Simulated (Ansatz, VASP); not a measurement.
## One calculation of MgO, two programs

Contents of INCAR:

```
ALGO     = Normal         # electronic algorithm
EDIFF    = 1E-7           # SCF threshold, eV
EDIFFG   = -0.002         # ionic threshold
ENCUT    = 520            # plane-wave cutoff, eV
GGA      = PE             # functional
GGA_COMPAT= F            
IBRION   = 2              # ionic algorithm
ISIF     = 2              # what is computed and relaxed
ISMEAR   = 0              # smearing method
LASPH    = T              # aspherical terms in the spheres
LCHARG   = F              # write CHGCAR
LREAL    = F              # projectors in reciprocal space
LWAVE    = F              # write WAVECAR
NELM     = 120            # most SCF steps
NELMIN   = 4            
NSW      = 60             # ionic steps
PREC     = Accurate       # precision mode
SIGMA    = 0.02           # smearing width, eV
```

The input KPOINTS:

```
k-points
0
Gamma
  8 8 8
```

POSCAR

```
MgO
1.0
    0.0000000000      2.1059355641      2.1435129466
    2.1059355641      0.0000000000      2.1435129466
    2.1059355641      2.1059355641      0.0000000000
Mg O
1 1
Direct
    0.0000000000      0.0000000000      0.0000000000
    0.5000000000      0.5000000000      0.5000000000
```

Input for Ansatz:

```yaml
crystal:
  lattice:
    - [0.0, 2.1059355641, 2.1435129466]
    - [2.1059355641, 0.0, 2.1435129466]
    - [2.1059355641, 2.1059355641, 0.0]
  atoms:
    - { symbol: Mg, position: [0.0, 0.0, 0.0] }
    - { symbol: O, position: [0.5, 0.5, 0.5] }
basis:
  ecutwfc: 420
kpoints:
  mp_grid: { grid: [8, 8, 8] }
hamiltonian:
  xc: pbe
  pseudopotentials: { kind: paw, azcp: { folder: soft_1 } }
scf:
  occupations: { method: gaussian, width: 0.02 }
output:
  forces: true
  stress: true
  eigenvalues: true
relax:
  adjacent_minimum: "off"
  f_tol: 0.002
  max_steps: 40
```

Change from the starting cell: strained cell.

Alike in both runs: task relaxation of the atoms; functional PBE; k mesh 8 × 8 × 8; occupations gaussian, width 0.02 eV; no spin polarisation.

|  | VASP | Ansatz |
| --- | --- | --- |
| version | VASP 6.6.1 | Ansatz 0.2.0 |
| potentials or method | VASP PAW PBE potentials, release 64 (Mg, O), cutoff 520 eV | scalar-relativistic, plane waves, PAW |
| valence electrons in the cell | 8 | 16 |

```csv
,VASP,Ansatz,Ansatz less VASP
"gap on the k mesh at the Fermi level, each at its own relaxed structure (eV)",4.53,4.55,+0.020
```

VASP's potentials hold 8 valence electrons a cell and Ansatz's 16, so a difference there can come from the potentials and not from the codes. Ansatz's warnings: stress scf threshold loose.

Noted on VASP's run: the relaxation stopped at its first step, so nothing moved.
